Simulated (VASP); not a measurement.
**Mn: single point with BLYP**

Mn:

```
Mn
1.0
     0.00000    2.54125    2.54125
     2.54125    0.00000    2.54125
     2.54125    2.54125    0.00000
Mn
2
Direct
  0.12500 0.12500 0.12500
  0.87500 0.87500 0.87500
```

This cell differs from its parent crystal: volume scaled by 1.04.

* Program: VASP 6.6.1
* Task: single point
* Functional: BLYP
* Potentials or basis: VASP PAW PBE potentials, release 64 (Mn_pv)
* Cutoff: 520 eV
* k mesh: 12 × 12 × 12
* Occupations: fermi-dirac, width 0.1 eV
* Spin: no spin polarisation

- Pressure: -4.3 GPa
- Band gap on the k mesh: zero (band 13 reaches 6.11 eV, above the bottom of band 14 at 5.48 eV)

Levels at points of the mesh, in eV from the Fermi level:
| k point | band 9 | band 10 | band 11 | band 12 | band 13 | band 14 | band 15 | band 16 | band 17 | band 18 |
| --- | --- | --- | --- | --- | --- | --- | --- | --- | --- | --- |
| (0.00, 0.00, 0.00) | -1.90 | -1.59 | -1.59 | -1.59 | 0.35 | 0.35 | 0.35 | 2.01 | 2.01 | 13.87 |
| (0.50, 0.00, 0.00) | -1.77 | -1.77 | -1.62 | -1.62 | -0.37 | 0.94 | 0.94 | 1.72 | 1.72 | 3.03 |
| (0.50, 0.50, 0.00) | -1.54 | -1.54 | -0.68 | -0.68 | 0.06 | 0.06 | 1.92 | 1.92 | 3.29 | 3.29 |

It took 37 s on 1 thread of Intel(R) Xeon(R) Platinum 8488C (Sapphire Rapids), with other jobs on the host, peak memory 0.17 GiB.

Caveat: the PAW data sets were made with another functional, which shifts forces and pressure a little; the run has no spin polarisation, though such a crystal can be magnetic. Spin polarisation is off, so any magnetic state and its effect on volume and gap are missing.
